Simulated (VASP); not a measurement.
Mg: single point with PBEsol

Crystal: Mg.

```
Mg
1.0
     3.76103    2.17143    7.44459
    -3.76103    2.17143    7.44459
     0.00000   -4.34286    7.44459
Mg
12
Cartesian
  -1.5139 0.8741 5.1316
  0.0000 -1.7481 5.1316
  1.5139 0.8741 5.1316
  1.5139 -0.8741 17.2022
  -1.5139 -0.8741 17.2022
  0.0000 1.7481 17.2022
  -1.4966 0.8641 8.2213
  0.0000 -1.7281 8.2213
  1.4966 0.8641 8.2213
  1.4966 -0.8641 14.1124
  -1.4966 -0.8641 14.1124
  0.0000 1.7281 14.1124
```

| Item | Value |
| --- | --- |
| Program | VASP 6.6.1 |
| Task | single point |
| Functional | PBEsol |
| Potentials or basis | VASP PAW PBE potentials, release 64 (Mg) |
| Cutoff | 520 eV |
| k mesh | 3 × 3 × 3 |
| Occupations | gaussian, width 0.1 eV |
| Spin | no spin polarisation |
| Dipole correction | no |
| Further INCAR settings | ALGO = Normal; EDIFF = 1e-06; NBANDS = 24 |

```yaml
Pressure: 0.2 GPa
Largest_force: 0.021 eV/Å
Band_gap_on_the_k_mesh: zero (bands 12 and 13 overlap by 0.90 eV)
```

Forces in eV/Å, atoms in the order of the input:
```
Mg   0.015 -0.009 -0.012
Mg   0.000  0.017 -0.012
Mg  -0.015 -0.009 -0.012
Mg  -0.015  0.009  0.012
Mg   0.015  0.009  0.012
Mg   0.000 -0.017  0.012
Mg   0.011 -0.006 -0.002
Mg   0.000  0.012 -0.002
Mg  -0.011 -0.006 -0.002
Mg  -0.011  0.006  0.002
Mg   0.011  0.006  0.002
Mg   0.000 -0.012  0.002
```

Stress tensor (GPa, compression positive):
```
0.10 0.00 0.00
0.00 0.10 0.00
0.00 0.00 0.30
```

Levels at points of the mesh, in eV from the Fermi level:
| k point | band 8 | band 9 | band 10 | band 11 | band 12 | band 13 | band 14 | band 15 | band 16 | band 17 |
| --- | --- | --- | --- | --- | --- | --- | --- | --- | --- | --- |
| (0.00, 0.00, 0.00) | -2.34 | -1.25 | -1.23 | -1.23 | -0.78 | -0.78 | -0.69 | -0.14 | 1.65 | 1.65 |

Wall time 68 s on 1 thread of Intel(R) Xeon(R) 6975P-C (Granite Rapids), on a shared host, peak memory 0.54 GiB.

Caveat: the PAW data sets were made with another functional, which shifts forces and pressure a little.
